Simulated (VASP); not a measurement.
BP, 2 atoms in the cell. The structure is cubic, space group F-43m (No. 216). The conventional cell has a = 4.625 Å, b = 4.625 Å, c = 4.625 Å, α = 90.00°, β = 90.00°, γ = 90.00°. Within 2.7 Å of B (site symmetry -43m) lie 4 P at 2.00 Å. P (site symmetry -43m) has 4 B at 2.00 Å within 2.7 Å. 

```yaml
Program: VASP 6.6.1
Task: relaxation of the atoms
Functional: r2SCAN
Potentials_or_basis: VASP PAW PBE potentials, release 64 (B, P)
Cutoff: 520 eV
k_mesh: 10 × 10 × 10
Occupations: fermi-dirac, width 0.02 eV
Spin: no spin polarisation
Dipole_correction: no
Further_INCAR_settings: ALGO = Normal; EDIFF = 1e-06; IBRION = 2; EDIFFG = -0.01; NSW = 50
```

Potentials or basis: VASP PAW PBE potentials, release 64 (B, P).

Launch:

```bash
$ cat potpaw_PBE.64/B/POTCAR potpaw_PBE.64/P/POTCAR > POTCAR
$ cp INCAR.step1 INCAR
$ mpirun -np 1 vasp_std > vasp.out
$ cp INCAR.step2 INCAR
$ mpirun -np 1 vasp_std > vasp.out
```

Hardware: 1 thread of Intel(R) Xeon(R) 6975P-C (Granite Rapids), with other jobs on the host.

**Question.** Estimate the wall time of this run.

**Answer.** Wall time 11 s on 1 thread of Intel(R) Xeon(R) 6975P-C (Granite Rapids) (shared host), peak memory 0.14 GiB. Counts: k points 47, ion steps 1.
